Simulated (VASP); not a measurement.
Wanted: the native input for a VASP 6.6.1 run.

```yaml
Task: single point
Functional: PBE
Potentials_or_basis: VASP PAW PBE potentials, release 64 (Yb, Bi_d)
Cutoff: 520 eV
k_mesh: 8 × 8 × 8
Occupations: gaussian, width 0.05 eV
Spin: collinear spin
Starting_moments: "[0.05, 0.0] μB"
Hubbard_terms: Yb f U = 3.0 eV
Dipole_correction: no
Further_INCAR_settings: ALGO = Fast; EDIFF = 1e-06; NBANDS = 30
```

The structure of YbBi lies in POSCAR:

```
YbBi
1.0
    4.0763409726      0.0000000000      0.0000000000
   -2.0381704863      3.5302148368      0.0000000000
    0.0000000000      0.0000000000      4.6625063472
Yb Bi
1 1
Direct
    0.0000000000      0.0000000000      0.0000000000
    0.6666666667      0.3333333333      0.5000000000
```

One way to write it, as run:

INCAR

```
PREC = Accurate ; ENCUT = 520
EDIFF = 1E-6 ; ISMEAR = 0
SIGMA = 0.05 ; LREAL = False
LASPH = True ; NELM = 150
ALGO = Fast ; ISIF = 2
LWAVE = False ; LCHARG = False
ISPIN = 2 ; MAGMOM = 0.05 0
LORBIT = 11 ; LMAXMIX = 6
LDAU = True ; LDAUTYPE = 2
LDAUL = 3 -1 ; LDAUU = 3 0
LDAUJ = 0 0 ; LDAUPRINT = 1
GGA = PE ; NBANDS = 30
```

KPOINTS

```
Automatic mesh
0
Gamma
  8 8 8
```

Potentials or basis: VASP PAW PBE potentials, release 64 (Yb, Bi_d).

Run with:

```bash
$ cat potpaw_PBE.64/Yb/POTCAR potpaw_PBE.64/Bi_d/POTCAR > POTCAR
$ mpirun -np 1 vasp_std > vasp.out
```

Results of the run:

| Property | Result |
| --- | --- |
| Pressure | -0.4 GPa |
| Net moment | 0.00 μB per cell |
| Valence electrons inside the program's atomic spheres | Yb 22.16; Bi 12.90 |

Wall time 7.9 min on 1 thread of Intel(R) Xeon(R) 6975P-C (Granite Rapids) (shared host), peak memory 0.34 GiB.
